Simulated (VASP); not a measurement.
The system is Ir.

```
Ir
1.0
    12.23846    0.00000    0.00000
     0.00000    2.23343    0.00000
     0.00000    0.00000    7.19300
Ir
2
Direct
  0.25000 0.00000 0.16399
  0.75000 0.00000 0.83601
```

Base run:

* Program: VASP 6.6.1
* Functional: PBEsol
* Potentials or basis: VASP PAW PBE potentials, release 64 (Ir)
* Cutoff: 520 eV
* k mesh: 2 × 10 × 3
* Occupations: fermi-dirac, width 0.1 eV
* Spin: no spin polarisation

Its results: band gap on the k mesh zero (band 9 reaches -1.10 eV, above the bottom of band 10 at -4.55 eV); pressure 0.9 GPa.

**Question.** The run is repeated on the same cell with these changes: k mesh from 2 × 10 × 3 to 1 × 3 × 1. What comes out?

**Answer.** Band gap on the k mesh zero (band 9 reaches -0.99 eV, above the bottom of band 10 at -3.44 eV); pressure -0.5 GPa.

Caveats: some runs use coarse meshes; the PAW data sets were made with another functional, which shifts forces and pressure a little; spin-orbit coupling is left out, which moves the levels of the heavy elements.
